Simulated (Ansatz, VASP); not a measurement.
Two plane-wave programs on ZrTa3N4

```
CELL_PARAMETERS angstrom
2.98737 0.00000 0.00000
-1.49368 2.58714 0.00000
0.00000 0.00000 11.63700
ATOMIC_POSITIONS crystal
Zr 0.00000 0.00000 0.00000
Ta 0.00000 0.00000 0.50000
Ta 0.00000 0.00000 0.74810
Ta 0.00000 0.00000 0.25190
N 0.33333 0.66667 0.62320
N 0.33333 0.66667 0.37680
N 0.33333 0.66667 0.86612
N 0.33333 0.66667 0.13388
```

Alike in both runs: functional PBE; k mesh 12 × 12 × 4; occupations gaussian, width 0.1 eV; no spin polarisation.

Ansatz relaxed the structure, and its values are those at the end. VASP's run is a single point on that final structure, the one shown.

|  | VASP | Ansatz |
| --- | --- | --- |
| version | VASP 6.6.1 | Ansatz 0.2.0 |
| potentials or method | VASP PAW PBE potentials, release 64 (Zr_sv, Ta_pv, N), cutoff 520 eV | scalar-relativistic, plane waves, PAW |
| valence electrons in the cell | 65 | 71 |

Ansatz gave:

```
gap on the k mesh at the Fermi level (eV) : none
pressure (GPa)                            : 0.0
rms of the force components (eV/Å)        : 0.000
```

Q: Which values does VASP return?

A: gap on the k mesh at the Fermi level (eV): none; pressure (GPa): 0.5; rms of the force components (eV/Å): 0.009.

A gap of «none» marks a metal or a gap that the smearing closes. With one functional, cell and mesh, what is left measures potentials, basis and numerics. VASP's potentials hold 65 valence electrons a cell and Ansatz's 71, so a difference there can come from the potentials and not from the codes.

Spin-orbit coupling is off throughout.
